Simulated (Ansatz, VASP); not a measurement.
# Two plane-wave programs on KI

The input POSCAR:

```
KI
1.0
    0.0000000000      3.9658942029      3.9658942029
    3.9658942029      0.0000000000      3.9658942029
    3.9658942029      3.9658942029      0.0000000000
K I
1 1
Direct
    0.0000000000      0.0000000000      0.0000000000
    0.2500000000      0.2500000000      0.2500000000
```

The input INCAR.step1:

```
SYSTEM = KI
PREC     = Accurate       ! precision mode
ENCUT    = 520            ! plane-wave cutoff, eV
EDIFF    = 1E-5           ! SCF threshold, eV
ISMEAR   = 0              ! smearing method
SIGMA    = 0.01           ! smearing width, eV
LREAL    = .FALSE.        ! projectors in reciprocal space
LASPH    = .TRUE.         ! aspherical terms in the spheres
NELM     = 80             ! most SCF steps
ALGO     = Normal         ! electronic algorithm
ISIF     = 2              ! what is computed and relaxed
LWAVE    = .TRUE.         ! write WAVECAR
LCHARG   = .FALSE.        ! write CHGCAR
NBANDS   = 15             ! bands
GGA      = PE             ! functional
```

INCAR.step2

```
SYSTEM = KI
PREC     = Accurate       ! precision mode
ENCUT    = 520            ! plane-wave cutoff, eV
EDIFF    = 1E-6           ! SCF threshold, eV
ISMEAR   = 0              ! smearing method
SIGMA    = 0.01           ! smearing width, eV
LREAL    = .FALSE.        ! projectors in reciprocal space
LASPH    = .TRUE.         ! aspherical terms in the spheres
NELM     = 80             ! most SCF steps
ALGO     = Normal         ! electronic algorithm
ISIF     = 2              ! what is computed and relaxed
LWAVE    = .FALSE.        ! write WAVECAR
LCHARG   = .FALSE.        ! write CHGCAR
GGA      = PE             ! functional
LHFCALC  = .TRUE.         ! exact exchange
HFSCREEN = 0.2079         ! screening, 1/A
PRECFOCK = Normal       
NBANDS   = 15             ! bands
ISTART   = 1
```

Contents of KPOINTS:

```
regular mesh
0
G
  4 4 4
  0 0 0
```

Input for Ansatz:

```yaml
crystal:
  lattice:
    - [0.0, 3.9658942029, 3.9658942029]
    - [3.9658942029, 0.0, 3.9658942029]
    - [3.9658942029, 3.9658942029, 0.0]
  atoms:
    - { symbol: K, position: [0.0, 0.0, 0.0] }
    - { symbol: I, position: [0.25, 0.25, 0.25] }
kpoints:
  mp_grid: { grid: [4, 4, 4] }
  band_path:
    path:
      - [0.0, 0.0, 0.0]
      - [-0.5, -0.5, 0.0]
      - [-0.375, -0.375, 0.25]
      - [-0.375, 0.0, 0.375]
      - [0.0, 0.0, 0.5]
      - [-0.5, -0.25, 0.25]
      - [0.0, 0.145833, -0.145833]
    npoints: 1
hamiltonian:
  xc: hse06
scf:
  occupations: { method: fixed }
  n_extra_bands: 4
output:
  forces: true
  stress: true
  eigenvalues: true
```

Alike in both runs: task single point; functional HSE06; k mesh 4 × 4 × 4; no spin polarisation.

|  | VASP | Ansatz |
| --- | --- | --- |
| version | VASP 6.6.1 | Ansatz 0.2.0 |
| potentials or method | VASP PAW PBE potentials, release 64 (K_sv, I) | plane waves, PAW |
| plane-wave cutoff (eV) | 520 | 420 |
| occupations | gaussian, width 0.01 eV | fixed |
| valence electrons in the cell | 16 | 26 |

|  | VASP | Ansatz | Ansatz less VASP |
| --- | --- | --- | --- |
| gap on the k mesh at the Fermi level (eV) | 4.88 | 4.88 | +0.005 |
| pressure (GPa) | 0.1 | 0.1 | 0.00 |

VASP's potentials hold 16 valence electrons a cell and Ansatz's 26, so a difference there can come from the potentials and not from the codes. Ansatz's warnings: stress exchange threshold loose, stress scf threshold loose.

Spin-orbit coupling is off throughout.
